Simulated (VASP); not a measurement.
Wanted: the native input for a VASP 6.6.1 run.

| Property | Result |
| --- | --- |
| Task | single point |
| Functional | LDA |
| Potentials or basis | VASP PAW LDA potentials, release 64 (O_h) |
| Cutoff | 910 eV |
| k mesh | 1 × 1 × 1 |
| Occupations | fermi-dirac, width 0.01 eV |
| Spin | collinear spin, ferromagnetic start |
| Starting moments | [1.0, 1.0] μB |
| Dipole correction | no |
| Second run | hard_potentials |
| Further INCAR settings | ALGO = Normal; EDIFF = 1e-06; NBANDS = 17 |

The structure of O lies in POSCAR:

```
O
1.0
    9.0000000000      0.0000000000      0.0000000000
    0.0000000000      9.2000000000      0.0000000000
    0.0000000000      0.0000000000     10.2000000000
O
2
Direct
    0.5000000000      0.5000000000      0.4411814608
    0.5000000000      0.5000000000      0.5588185392
```

The input as run:

INCAR

```
SYSTEM = O
ALGO = Normal
EDIFF = 1E-6
ENCUT = 910
GGA = CA
GGA_COMPAT = .False.
ISIF = 2
ISMEAR = -1
ISPIN = 2
LASPH = .True.
LCHARG = .True.
LELF = .True.
LORBIT = 11
LREAL = .False.
LVHAR = .True.
LWAVE = .False.
MAGMOM = 1 1
NBANDS = 17
NELM = 200
PREC = Accurate
SIGMA = 0.01
```

KPOINTS

```
k-points
0
Gamma
  1 1 1
  0 0 0
```

Potentials or basis: VASP PAW LDA potentials, release 64 (O_h).

Command:

```sh
$ cat potpaw_LDA.64/O_h/POTCAR > POTCAR
$ mpirun -np 1 vasp_gam > vasp.out
```

It gave:

```json
{
  "Largest force": "0.441 eV/Å",
  "Band gap on the k mesh": "1.97 eV",
  "Net moment": "2.00 μB per cell",
  "Site moments": "O +0.62 μB",
  "Valence electrons inside the program's atomic spheres": "O 3.31"
}
```

Wall time 120 s on 1 thread of Intel(R) Xeon(R) 6975P-C (Granite Rapids), on a shared host, peak memory 1.1 GiB.
